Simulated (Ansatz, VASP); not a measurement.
Given: the input of a run of Ansatz 0.2.0 on NbCd3.

Contents of input.yaml:

```yaml
crystal:
  lattice:
    - [4.2429147208, 0.0, 0.0]
    - [0.0, 4.2429147208, 0.0]
    - [0.0, 0.0, 4.2429147208]
  atoms:
    - { symbol: Cd, position: [0.5, 0.5, 0.0] }
    - { symbol: Cd, position: [0.5, 0.0, 0.5] }
    - { symbol: Cd, position: [0.0, 0.5, 0.5] }
    - { symbol: Nb, position: [0.0, 0.0, 0.0] }
hamiltonian:
  xc: pbe
  pseudopotentials: { kind: paw }
kpoints:
  mp_grid: { grid: [6, 6, 6] }
scf:
  occupations: { method: fermi_dirac, width: 0.05 }
output:
  forces: true
  stress: true
  eigenvalues: true
```

Potentials or basis: Ansatz PAW.

Launch:

```console
$ ansatz run input.yaml --threads 2 --pin off --max-ram 5120MiB --backend cpu --events-out ev --progress --plain --runs-dir out
```

Problem. Set up the same calculation for VASP 6.6.1. Potentials there: VASP PAW PBE potentials, release 64 (Cd, Nb_sv).

Solution. As run (the cutoff follows the program's own potentials):

The input INCAR:

```
ALGO = Fast ; EDIFF = 1E-7
ENCUT = 520 ; GGA = PE
ISIF = 2 ; ISMEAR = -1
LASPH = True ; LCHARG = True
LELF = True ; LREAL = False
LVHAR = True ; LWAVE = False
NBANDS = 32 ; NELM = 80
PREC = Accurate ; SIGMA = 0.05
```

File KPOINTS:

```
k-points
0
Gamma
  6 6 6
```

POSCAR

```
NbCd3
1.0
    4.2429147208      0.0000000000      0.0000000000
    0.0000000000      4.2429147208      0.0000000000
    0.0000000000      0.0000000000      4.2429147208
Cd Nb
3 1
Direct
    0.5000000000      0.5000000000      0.0000000000
    0.5000000000      0.0000000000      0.5000000000
    0.0000000000      0.5000000000      0.5000000000
    0.0000000000      0.0000000000      0.0000000000
```

Potentials or basis: VASP PAW PBE potentials, release 64 (Cd, Nb_sv).

Launch:

```console
$ cat potpaw_PBE.64/Cd/POTCAR potpaw_PBE.64/Nb_sv/POTCAR > POTCAR
$ mpirun -np 1 vasp_std > vasp.out
```

Both were run:

|  | VASP | Ansatz | Ansatz less VASP |
| --- | --- | --- | --- |
| gap on the k mesh at the Fermi level (eV) | none | none | - |
| pressure (GPa) | 5.3 | 4.8 | -0.48 |

A gap of «none» marks a metal or a gap that the smearing closes. VASP's potentials hold 49 valence electrons a cell and Ansatz's 73, so a difference there can come from the potentials and not from the codes.
